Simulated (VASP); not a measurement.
A run of VASP 6.6.1 is set up as follows.

File INCAR:

```
SYSTEM = YbH3
PREC = Accurate ; ENCUT = 520
EDIFF = 1E-6 ; ISMEAR = -1
SIGMA = 0.05 ; LREAL = .False.
LASPH = .True. ; NELM = 150
ALGO = Normal ; ISIF = 2
LWAVE = .False. ; LCHARG = .False.
ISPIN = 2 ; MAGMOM = 1 0 0 0
LORBIT = 11 ; LMAXMIX = 6
LDAU = .True. ; LDAUTYPE = 2
LDAUL = 3 -1 ; LDAUU = 8 0
LDAUJ = 0 0 ; LDAUPRINT = 1
GGA = PE ; NBANDS = 26
```

Contents of KPOINTS:

```
regular mesh
0
Gamma
  9 9 9
  0 0 0
```

Contents of POSCAR:

```
YbH3
1.0
    0.0000000000      2.6049710000      2.6049710000
    2.6049710000      0.0000000000      2.6049710000
    2.6049710000      2.6049710000      0.0000000000
Yb H
1 3
Direct
    0.0000000000      0.0000000000      0.0000000000
    0.5000000000      0.5000000000      0.5000000000
    0.2500000000      0.2500000000      0.2500000000
    0.7500000000      0.7500000000      0.7500000000
```

Potentials or basis: VASP PAW PBE potentials, release 64 (Yb, H).

Command:

```console
$ cat potpaw_PBE.64/Yb/POTCAR potpaw_PBE.64/H/POTCAR > POTCAR
$ mpirun -np 1 vasp_std > vasp.out
```

**Question.** What does it give for the net moment?

**Answer.** 0.01 μB per cell.

**Question.** Predict the pressure.

**Answer.** -2.7 GPa.

Eigenvalues of the final occupation matrices:
```
    site  spin  trace                         eigenvalues
site 1 f     1   6.85  0.96 0.97 0.97 0.97 0.99 0.99 0.99
site 1 f     2   6.85  0.96 0.97 0.97 0.97 0.99 0.99 0.99
```

Caveat: spin-orbit coupling is left out, which moves the levels of the heavy elements. The state reached can hang on the start; a lower one may exist.
